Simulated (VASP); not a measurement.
# KMgF3 (Pm-3m) in VASP: a series of runs, part 2 of 2

VASP 6.6.1. The steps go on from the part before.

**3. Single point, PBE**

This run uses another cell than the first one, of 13.33 Å³/atom, 1.031 times its volume.

Contents of INCAR:

```
PREC = Accurate
ENCUT = 520
EDIFF = 1E-6
ISMEAR = 0
SIGMA = 0.01
LREAL = F
LASPH = T
NELM = 100
ALGO = Normal
ISIF = 2
LWAVE = F
LCHARG = F
GGA = PE
NBANDS = 24
```

Contents of KPOINTS:

```
Automatic mesh
0
Gamma
  6 6 6
```

Contents of POSCAR:

```
KMgF3
1.0
    4.0541864187      0.0000000000      0.0000000000
    0.0000000000      4.0541864187      0.0000000000
    0.0000000000      0.0000000000      4.0541864187
K Mg F
1 1 3
Direct
    0.5000000000      0.5000000000      0.5000000000
    0.0000000000      0.0000000000      0.0000000000
    0.5000000000      0.0000000000      0.0000000000
    0.0000000000      0.5000000000      0.0000000000
    0.0000000000      0.0000000000      0.5000000000
```

Potentials or basis: VASP PAW PBE potentials, release 64 (K_sv, Mg, F).

Launch:

```sh
$ cat potpaw_PBE.64/K_sv/POTCAR potpaw_PBE.64/Mg/POTCAR potpaw_PBE.64/F/POTCAR > POTCAR
$ mpirun -np 1 vasp_std > vasp.out
```

It took 64 s on 1 thread of AMD EPYC 7R13, shared host; peak memory 0.15 GiB.

Results (log left out):

```yaml
Free_energy: -24.4498 eV
Pressure: -0.4 GPa
Band_gap_on_the_k_mesh: 6.93 eV, indirect (least direct gap 7.25 eV)
```

Levels at points of the mesh, in eV from the valence-band top:
| k point | band 12 | band 13 | band 14 | band 15 | band 16 | band 17 | band 18 | band 19 | band 20 | band 21 |
| --- | --- | --- | --- | --- | --- | --- | --- | --- | --- | --- |
| (0.00, 0.00, 0.00) | -0.58 | -0.58 | -0.32 | -0.32 | -0.32 | 6.93 | 10.01 | 10.01 | 12.10 | 12.10 |
| (0.50, 0.00, 0.00) | -0.80 | -0.80 | -0.79 | -0.50 | -0.50 | 9.80 | 9.93 | 10.98 | 12.57 | 12.57 |
| (0.50, 0.50, 0.00) | -0.95 | -0.95 | -0.85 | -0.85 | -0.02 | 10.61 | 11.44 | 12.16 | 12.16 | 12.61 |
| (0.50, 0.50, 0.50) | -1.07 | -1.07 | 0.00 | 0.00 | 0.00 | 10.24 | 10.24 | 10.24 | 13.56 | 13.85 |

**4. Single point, PBE (volume changed by +3%)**

Contents of INCAR:

```
SYSTEM = KMgF3
PREC = Accurate
ENCUT = 520
EDIFF = 1E-6
ISMEAR = 0
SIGMA = 0.01
LREAL = .False.
LASPH = .True.
NELM = 60
ALGO = Normal
ISIF = 2
LWAVE = .False.
LCHARG = .False.
GGA = PE
NBANDS = 24
```

Contents of KPOINTS:

```
regular mesh
0
Gamma
  6 6 6
  0 0 0
```

Edit POSCAR of step 3 so:

```diff
@@ -2,5 +2,5 @@
 1.0
-    4.0541864187      0.0000000000      0.0000000000
-    0.0000000000      4.0541864187      0.0000000000
-    0.0000000000      0.0000000000      4.0541864187
+    4.0943294890      0.0000000000      0.0000000000
+    0.0000000000      4.0943294890      0.0000000000
+    0.0000000000      0.0000000000      4.0943294890
 K Mg F
```

Launch:

```sh
$ cat potpaw_PBE.64/K_sv/POTCAR potpaw_PBE.64/Mg/POTCAR potpaw_PBE.64/F/POTCAR > POTCAR
$ mpirun -np 1 vasp_std > vasp.out
```

Run time: 65 s. Hardware: 1 thread of AMD EPYC 7R13, shared host; peak memory 0.15 GiB.

The run converged. Its results:

```
Free energy            : -24.4368 eV
Pressure               : -2.2 GPa
Band gap on the k mesh : 6.72 eV, indirect (least direct gap 7.04 eV)
```

Levels at points of the mesh, in eV from the valence-band top:
| k point | band 13 | band 14 | band 15 | band 16 | band 17 | band 18 | band 19 | band 20 |
| --- | --- | --- | --- | --- | --- | --- | --- | --- |
| (0.00, 0.00, 0.00) | -0.55 | -0.32 | -0.32 | -0.32 | 6.72 | 9.96 | 9.96 | 12.02 |
| (0.50, 0.00, 0.00) | -0.77 | -0.76 | -0.48 | -0.48 | 9.61 | 9.65 | 10.91 | 12.43 |
| (0.50, 0.50, 0.00) | -0.91 | -0.82 | -0.82 | -0.02 | 10.42 | 11.29 | 11.89 | 11.89 |
| (0.50, 0.50, 0.50) | -1.05 | 0.00 | 0.00 | 0.00 | 10.12 | 10.12 | 10.12 | 13.32 |

Caveat: the cell differs from its parent crystal (volume changed by +3%). A k mesh can miss the band edges.

**5. Single point, PBE (volume changed by +6%)**

Contents of INCAR:

```
SYSTEM = KMgF3
PREC = Accurate
ENCUT = 520
EDIFF = 1E-6
ISMEAR = 0
SIGMA = 0.01
LREAL = .False.
LASPH = .True.
NELM = 80
ALGO = Normal
ISIF = 2
LWAVE = .False.
LCHARG = .True.
GGA = PE
LELF = .True.
LVHAR = .True.
NBANDS = 24
```

KPOINTS is that of step 4.

Edit POSCAR of step 4 so:

```diff
@@ -2,5 +2,5 @@
 1.0
-    4.0943294890      0.0000000000      0.0000000000
-    0.0000000000      4.0943294890      0.0000000000
-    0.0000000000      0.0000000000      4.0943294890
+    4.1337004570      0.0000000000      0.0000000000
+    0.0000000000      4.1337004570      0.0000000000
+    0.0000000000      0.0000000000      4.1337004570
 K Mg F
```

Launch:

```sh
$ cat potpaw_PBE.64/K_sv/POTCAR potpaw_PBE.64/Mg/POTCAR potpaw_PBE.64/F/POTCAR > POTCAR
$ mpirun -np 1 vasp_std > vasp.out
```

Wall time 67 s (1 thread of AMD EPYC 7R13, shared host); peak memory 0.16 GiB.

The run converged. Its results:

```
Free energy            : -24.4025 eV
Pressure               : -3.8 GPa
Band gap on the k mesh : 6.53 eV, indirect (least direct gap 6.84 eV)
```

Levels at points of the mesh, in eV from the valence-band top:
```tsv
k point	band 14	band 15	band 16	band 17	band 18	band 19
(0.00, 0.00, 0.00)	-0.32	-0.32	-0.32	6.53	9.92	9.92
(0.50, 0.00, 0.00)	-0.72	-0.47	-0.47	9.37	9.44	10.83
(0.50, 0.50, 0.00)	-0.80	-0.80	-0.02	10.24	11.14	11.64
(0.50, 0.50, 0.50)	0.00	0.00	0.00	10.01	10.01	10.01
```

Caveat: the cell differs from its parent crystal (volume changed by +6%). A k mesh can miss the band edges.

**6. Single point, r2SCAN (volume changed by -6%)**

Edit POSCAR of step 5 so:

```diff
@@ -2,5 +2,5 @@
 1.0
-    4.1337004570      0.0000000000      0.0000000000
-    0.0000000000      4.1337004570      0.0000000000
-    0.0000000000      0.0000000000      4.1337004570
+    3.8989834666      0.0000000000      0.0000000000
+    0.0000000000      3.8989834666      0.0000000000
+    0.0000000000      0.0000000000      3.8989834666
 K Mg F
```

Contents of INCAR.step1:

```
PREC     = Accurate       # precision mode
ENCUT    = 520            # plane-wave cutoff, eV
ISMEAR   = 0              # smearing method
SIGMA    = 0.01           # smearing width, eV
LREAL    = False          # projectors in reciprocal space
LASPH    = True           # aspherical terms in the spheres
NELM     = 80             # most SCF steps
NBANDS   = 24             # bands
GGA      = PE             # functional
ALGO     = Normal         # electronic algorithm
EDIFF    = 1E-4           # SCF threshold, eV
LWAVE    = True           # write WAVECAR
LCHARG   = False          # write CHGCAR
```

Contents of INCAR.step2:

```
PREC     = Accurate       # precision mode
ENCUT    = 520            # plane-wave cutoff, eV
EDIFF    = 1E-6           # SCF threshold, eV
ISMEAR   = 0              # smearing method
SIGMA    = 0.01           # smearing width, eV
LREAL    = False          # projectors in reciprocal space
LASPH    = True           # aspherical terms in the spheres
NELM     = 80             # most SCF steps
ALGO     = Normal         # electronic algorithm
ISIF     = 2              # what is computed and relaxed
LWAVE    = False          # write WAVECAR
LCHARG   = False          # write CHGCAR
METAGGA  = R2SCAN         # meta-GGA
LMIXTAU  = True         
NBANDS   = 24             # bands
ISTART   = 1
```

Contents of KPOINTS:

```
regular mesh
0
Gamma
  6 6 6
```

Potentials or basis: VASP PAW PBE potentials, release 64 (K_sv, Mg, F).

Launch:

```sh
$ cat potpaw_PBE.64/K_sv/POTCAR potpaw_PBE.64/Mg/POTCAR potpaw_PBE.64/F/POTCAR > POTCAR
$ cp INCAR.step1 INCAR
$ mpirun -np 1 vasp_std > vasp.out
$ cp INCAR.step2 INCAR
$ mpirun -np 1 vasp_std > vasp.out
```

Run time: 4.7 min. Hardware: 1 thread of AMD EPYC 7R13, shared host; peak memory 0.16 GiB.

The run converged. Its results:

```yaml
Free_energy: -37.3593 eV
Pressure: 5.0 GPa
Band_gap_on_the_k_mesh: 8.79 eV, indirect (least direct gap 9.11 eV)
```

Levels at points of the mesh, in eV from the valence-band top:
```
           k point  band 12  band 13  band 14  band 15  band 16  band 17  band 18  band 19  band 20  band 21
(0.00, 0.00, 0.00)    -0.70    -0.70    -0.32    -0.32    -0.32     8.79    10.93    10.93    13.34    13.34
(0.50, 0.00, 0.00)    -0.98    -0.94    -0.94    -0.57    -0.57    11.45    12.08    12.19    13.98    14.10
(0.50, 0.50, 0.00)    -1.16    -1.16    -0.95    -0.95    -0.02    12.26    12.87    14.08    14.08    14.35
(0.50, 0.50, 0.50)    -1.18    -1.18     0.00     0.00     0.00    11.64    11.64    11.64    15.30    15.30
```

Caveat: the cell differs from its parent crystal (volume changed by -6%); the PAW data sets were made with another functional, which shifts forces and pressure a little. A k mesh can miss the band edges.

**7. Overview**

```csv
level,cell,gap on the mesh (eV),pressure (GPa)
PBE,"a = 4.013 Å, 5 atoms",7.15,1.7
PBE,"a = 4.054 Å, 5 atoms",6.93,-0.4
PBE,"a = 4.094 Å, 5 atoms",6.72,-2.2
PBE,"a = 4.134 Å, 5 atoms",6.53,-3.8
r2SCAN,"a = 3.899 Å, 5 atoms",8.79,5.0
```

Alike in all rows: task single point; potentials or basis VASP PAW PBE potentials, release 64 (K_sv, Mg, F); no spin polarisation; k mesh 6 × 6 × 6; cutoff (eV) 520; smearing gaussian 0.01 eV.

Caveats: the PAW data sets were made with another functional, which shifts forces and pressure a little (some runs).

Total energies depend on the potentials used, so only differences within one code and one set of settings carry meaning.
